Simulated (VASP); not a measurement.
## ZnAu: single point with PBE

The system is ZnAu.

```
Zn Au
1.0
     3.15451    0.00000    0.00000
     0.00000    3.15451    0.00000
     0.00000    0.00000    3.15451
Zn Au
1 1
Direct
  0.50000 0.50000 0.50000
  0.00000 0.00000 0.00000
```

This cell differs from its parent crystal: volume scaled by 0.97.

- Program: VASP 6.6.1
- Task: single point
- Functional: PBE
- Potentials or basis: VASP PAW PBE potentials, release 64 (Zn, Au)
- Cutoff: 520 eV
- k mesh: 14 × 14 × 14
- Occupations: gaussian, width 0.1 eV
- Spin: no spin polarisation
- Dipole correction: no
- Further INCAR settings: ALGO = Fast; EDIFF = 1e-06; NBANDS = 18

```
Pressure : 3.9 GPa
```

Levels at points of the mesh, in eV from the Fermi level:
| k point | band 8 | band 9 | band 10 | band 11 | band 12 | band 13 | band 14 | band 15 | band 16 | band 17 |
| --- | --- | --- | --- | --- | --- | --- | --- | --- | --- | --- |
| (0.00, 0.00, 0.00) | -5.41 | -3.73 | -3.73 | -3.73 | 4.99 | 4.99 | 4.99 | 8.77 | 12.08 | 12.08 |
| (0.50, 0.00, 0.00) | -5.42 | -4.89 | -4.89 | -3.89 | -2.38 | 10.41 | 11.10 | 11.10 | 11.15 | 11.15 |
| (0.50, 0.50, 0.00) | -4.08 | -4.08 | -3.16 | -1.95 | -1.95 | 0.82 | 2.46 | 10.37 | 12.66 | 12.66 |
| (0.50, 0.50, 0.50) | -6.39 | -3.11 | -3.11 | 1.39 | 3.55 | 3.75 | 3.75 | 3.75 | 5.86 | 5.86 |

Run time: 23 s on 1 thread of Intel(R) Xeon(R) Platinum 8488C (Sapphire Rapids), on a shared host, peak memory 0.19 GiB.

Caveat: spin-orbit coupling is left out, which moves the levels of the heavy elements.
